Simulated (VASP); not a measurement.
Wanted: the native input for a VASP 6.6.1 run.

```
Task                   : single point
Functional             : r2SCAN
Potentials or basis    : VASP PAW PBE potentials, release 64 (Al, Pt)
Cutoff                 : 520 eV
k mesh                 : 9 × 9 × 9
Occupations            : methfessel-paxton, width 0.1 eV
Spin                   : no spin polarisation
Dipole correction      : no
Further INCAR settings : ALGO = Normal; EDIFF = 1e-06; NBANDS = 14
```

The system is AlPt.

```
CELL_PARAMETERS angstrom
3.15218 0.00000 0.00000
0.00000 3.15218 0.00000
0.00000 0.00000 3.15218
ATOMIC_POSITIONS crystal
Al 0.00000 0.00000 0.00000
Pt 0.50000 0.50000 0.50000
```

The input as run:

POSCAR

```
AlPt
1.0
    3.1521799427      0.0000000000      0.0000000000
    0.0000000000      3.1521799427      0.0000000000
    0.0000000000      0.0000000000      3.1521799427
Al Pt
1 1
Direct
    0.0000000000      0.0000000000      0.0000000000
    0.5000000000      0.5000000000      0.5000000000
```

INCAR.step1

```
SYSTEM = AlPt
PREC = Accurate
ENCUT = 520
ISMEAR = 1
SIGMA = 0.1
LREAL = .False.
LASPH = .True.
NELM = 60
NBANDS = 14
GGA = PE
ALGO = Normal
EDIFF = 1E-4
LWAVE = .True.
LCHARG = .False.
```

INCAR.step2

```
SYSTEM = AlPt
PREC = Accurate
ENCUT = 520
EDIFF = 1E-6
ISMEAR = 1
SIGMA = 0.1
LREAL = .False.
LASPH = .True.
NELM = 60
ALGO = Normal
ISIF = 2
LWAVE = .False.
LCHARG = .False.
METAGGA = R2SCAN
LMIXTAU = .True.
NBANDS = 14
ISTART = 1
```

KPOINTS

```
Automatic mesh
0
Gamma
  9 9 9
  0 0 0
```

Potentials or basis: VASP PAW PBE potentials, release 64 (Al, Pt).

The run is started by

```console
$ cat potpaw_PBE.64/Al/POTCAR potpaw_PBE.64/Pt/POTCAR > POTCAR
$ cp INCAR.step1 INCAR
$ mpirun -np 1 vasp_std > vasp.out
$ cp INCAR.step2 INCAR
$ mpirun -np 1 vasp_std > vasp.out
```

It gave:

```
Pressure : -14.3 GPa
```

Caveat: the PAW data sets were made with another functional, which shifts forces and pressure a little.

Wall time 43 s on 1 thread of Intel(R) Xeon(R) Platinum 8175M CPU @ 2.50GHz (Skylake/Cascade Lake), with other jobs on the host, peak memory 0.15 GiB.
